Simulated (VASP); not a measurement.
# Co: relaxation of cell and atoms with LDA

The system is Co.

```xyz
2
Lattice="2.5074 0.0000 0.0000 -1.2537 2.1715 0.0000 0.0000 0.0000 4.0699" Properties=species:S:1:pos:R:3 pbc="T T T"
Co    0.0000    1.4476    1.0175
Co    1.2537    0.7238    3.0524
```

```
Program                : VASP 6.6.1
Task                   : relaxation of cell and atoms
Functional             : LDA
Potentials or basis    : VASP PAW LDA potentials, release 64 (Co)
Cutoff                 : 600 eV
k mesh                 : 9 × 9 × 6
Occupations            : gaussian, width 0.1 eV
Spin                   : collinear spin, ferromagnetic start
Starting moments       : [1.76, 1.76] μB
Dipole correction      : no
Further INCAR settings : ALGO = Fast; EDIFF = 1e-07; IBRION = 2; EDIFFG = -0.05; NSW = 100; ISIF = 3
```

- Relaxed volume: 9.99 Å³/atom
- Relaxed cell: a = 2.426 Å, b = 2.426 Å, c = 3.917 Å, α = 90.00°, β = 90.00°, γ = 120.00°
- Space group after relaxing (to 0.1 Å): P6_3/mmc (No. 194)
- Energy gained by relaxing: 90.2 meV/atom
- Ionic steps: 6
- Pressure after relaxing: -0.7 GPa
- Net moment: 2.97 μB per cell
- Site moments: Co +1.48 μB
- Valence electrons inside the program's atomic spheres: Co 8.46

Stress tensor (GPa, compression positive):
```
-0.63  0.00  0.00
 0.00 -0.63  0.00
 0.00  0.00 -0.73
```

Step by step:
```tsv
step	energy change (eV)	largest force (eV/Å)	pressure (GPa)	volume (Å³)
1	0.0000	0.0000	-23.20	22.16
2	0.1532	0.0000	44.75	17.40
3	-0.1798	0.0000	-1.48	20.03
4	-0.1803	0.0000	-0.06	19.93
5	-0.1802	0.0000	0.53	19.89
6	-0.1804	0.0000	-0.66	19.97
```

Final structure:
```xyz
2
Lattice="2.4263 0.0000 0.0000 -1.2132 2.1012 0.0000 0.0000 0.0000 3.9172" Properties=species:S:1:pos:R:3 pbc="T T T"
Co    0.0000    1.4008    0.9793
Co    1.2132    0.7004    2.9379
```

Levels at points of the mesh, in eV from the Fermi level:
Spin up:
| k point | band 8 | band 9 | band 10 | band 11 | band 12 | band 13 |
| --- | --- | --- | --- | --- | --- | --- |
| (0.00, 0.00, 0.00) | -1.74 | -1.74 | -0.46 | -0.46 | -0.05 | 7.29 |
| (0.00, 0.00, 0.50) | -2.59 | -0.82 | -0.82 | -0.82 | -0.82 | 16.11 |
Spin down:
```csv
k point,band 3,band 4,band 5,band 6,band 7,band 8,band 9,band 10,band 11,band 12
"(0.00, 0.00, 0.00)",-1.16,-1.15,-1.15,-0.74,-0.74,-0.28,-0.28,0.12,1.10,1.10
"(0.00, 0.00, 0.50)",-1.73,-1.73,-1.22,-1.22,-1.22,-1.22,0.72,0.72,0.72,0.72
```

It took 2.7 min on 1 thread of Intel(R) Xeon(R) Platinum 8259CL CPU @ 2.50GHz (Skylake/Cascade Lake), with other jobs on the host, peak memory 0.16 GiB.

LDA usually gives volumes a few per cent too small. Zero-point motion and thermal expansion aren't in these numbers.
